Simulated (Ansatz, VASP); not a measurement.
# One calculation of CuSb, two programs

POSCAR

```
CuSb
1.0
    0.0000000000      2.9001448414      2.9001448414
    2.9001448414      0.0000000000      2.9001448414
    2.9001448414      2.9001448414      0.0000000000
Cu Sb
1 1
Direct
    0.0000000000      0.0000000000      0.0000000000
    0.2500000000      0.2500000000      0.2500000000
```

INCAR.step1

```
SYSTEM = CuSb
PREC = Accurate
ENCUT = 660
ISMEAR = 0
SIGMA = 0.05
LREAL = .FALSE.
LASPH = .TRUE.
NELM = 120
NBANDS = 15
GGA = PE
ALGO = Normal
EDIFF = 1E-5
LWAVE = .TRUE.
LCHARG = .FALSE.
GGA_COMPAT = .FALSE.
```

File INCAR.step2:

```
SYSTEM = CuSb
PREC = Accurate
ENCUT = 660
EDIFF = 1E-6
ISMEAR = 0
SIGMA = 0.05
LREAL = .FALSE.
LASPH = .TRUE.
NELM = 120
ALGO = Normal
ISIF = 2
LWAVE = .FALSE.
LCHARG = .TRUE.
METAGGA = R2SCAN
LMIXTAU = .TRUE.
LELF = .TRUE.
LVHAR = .TRUE.
NBANDS = 15
ISTART = 1
GGA_COMPAT = .FALSE.
```

KPOINTS

```
regular mesh
0
G
  10 10 10
  0 0 0
```

Input for Ansatz:

```yaml
crystal:
  lattice:
    - [0.0, 2.9001448414, 2.9001448414]
    - [2.9001448414, 0.0, 2.9001448414]
    - [2.9001448414, 2.9001448414, 0.0]
  atoms:
    - { symbol: Cu, position: [0.0, 0.0, 0.0] }
    - { symbol: Sb, position: [0.25, 0.25, 0.25] }
basis:
  ecutwfc: 500
  ecutrho_ratio: 4
  precision: f64
kpoints:
  mp_grid: { grid: [10, 10, 10] }
hamiltonian:
  xc: r2scan
scf:
  occupations: { method: gaussian, width: 0.05 }
  n_extra_bands: 4
  eigensolver: { kind: davidson }
output:
  forces: true
  stress: true
```

Alike in both runs: task single point; functional r2SCAN; k mesh 10 × 10 × 10; occupations gaussian, width 0.05 eV; no spin polarisation.

```csv
,VASP,Ansatz
version,VASP 6.6.1,Ansatz 0.2.0
potentials or method,"VASP PAW PBE potentials, release 64 (Cu, Sb), cutoff 660 eV","scalar-relativistic, plane waves, PAW"
valence electrons in the cell,16,34
```

|  | VASP | Ansatz | Ansatz less VASP |
| --- | --- | --- | --- |
| pressure (GPa) | 0.0 | 0.0 | -0.01 |

VASP's potentials were made for PBE, not for r2SCAN. With one functional, cell and mesh, what is left measures potentials, basis and numerics. VASP's potentials hold 16 valence electrons a cell and Ansatz's 34, so a difference there can come from the potentials and not from the codes.

Neither program's run includes spin-orbit coupling.
